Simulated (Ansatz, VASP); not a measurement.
## La2Hf2O in VASP and in Ansatz

```
La Hf O
1.0
     3.98992    0.00000    0.00000
    -1.99496    3.45537    0.00000
     0.00000    0.00000    7.09110
La Hf O
2 2 1
Cartesian
  0.0000 2.3036 2.0564
  1.9950 1.1518 5.0347
  0.0000 2.3036 4.3965
  1.9950 1.1518 2.6946
  0.0000 0.0000 0.0000
```

Change from the starting cell: species swapped into the Ho2SeO2 type (P-3m1, No. 164).

Alike in both runs: task relaxation of cell and atoms; functional PBE; k mesh 6 × 6 × 4; occupations gaussian, width 0.1 eV; no spin polarisation.

|  | VASP | Ansatz |
| --- | --- | --- |
| version | VASP 6.6.1 | Ansatz 0.2.0 |
| potentials or method | VASP PAW PBE potentials, release 64 (La, Hf_pv, O), cutoff 600 eV | scalar-relativistic, plane waves, PAW |
| valence electrons in the cell | 48 | 80 |

|  | VASP | Ansatz | Ansatz less VASP |
| --- | --- | --- | --- |
| gap on the k mesh at the Fermi level, each at its own relaxed structure (eV) | none | none | - |
| relaxed volume (Å³/atom) | 23.47 | 24.05 | +0.574 |
| relaxed cell length with the largest relative difference (Å) | 10.800 | 11.373 | +0.5727 |

A gap of «none» marks a metal or a gap that the smearing closes. One of these differences is far larger than is usual between the two programs; its cause wasn't traced. VASP's potentials hold 48 valence electrons a cell and Ansatz's 80, so a difference there can come from the potentials and not from the codes.

Neither program's run includes spin-orbit coupling. Noted on VASP's run: the volume moved by over 15 % at a fixed basis, so the end points are rough.
